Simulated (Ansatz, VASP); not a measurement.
# One calculation of Al, two programs

```
Al
1.0
     0.00000   -3.18874    0.00000
    -3.18874    0.00000    0.00000
     0.00000    0.00000   -3.18874
Al
2
Cartesian
  -1.5943 -1.5942 -1.5945
  -0.0001 -0.0002 0.0001
```

Alike in both runs: functional r2SCAN; k mesh 10 × 10 × 10; occupations gaussian, width 0.15 eV; no spin polarisation.

Ansatz relaxed the structure, and its values are those at the end. VASP's run is a single point on that final structure, the one shown.

|  | VASP | Ansatz |
| --- | --- | --- |
| version | VASP 6.6.1 | Ansatz 0.2.0 |
| potentials or method | VASP PAW PBE potentials, release 64 (Al), cutoff 520 eV | scalar-relativistic, plane waves, PAW |
| valence electrons in the cell | 6 | 6 |

Ansatz gave:

| Item | Value |
| --- | --- |
| gap on the k mesh at the Fermi level (eV) | none |
| pressure (GPa) | 0.1 |

Q: Estimate VASP's values.

A: gap on the k mesh at the Fermi level (eV): none; pressure (GPa): -0.2.

VASP's potentials were made for PBE, not for r2SCAN. A gap of «none» marks a metal or a gap that the smearing closes. Ansatz's warnings: stress scf threshold loose.
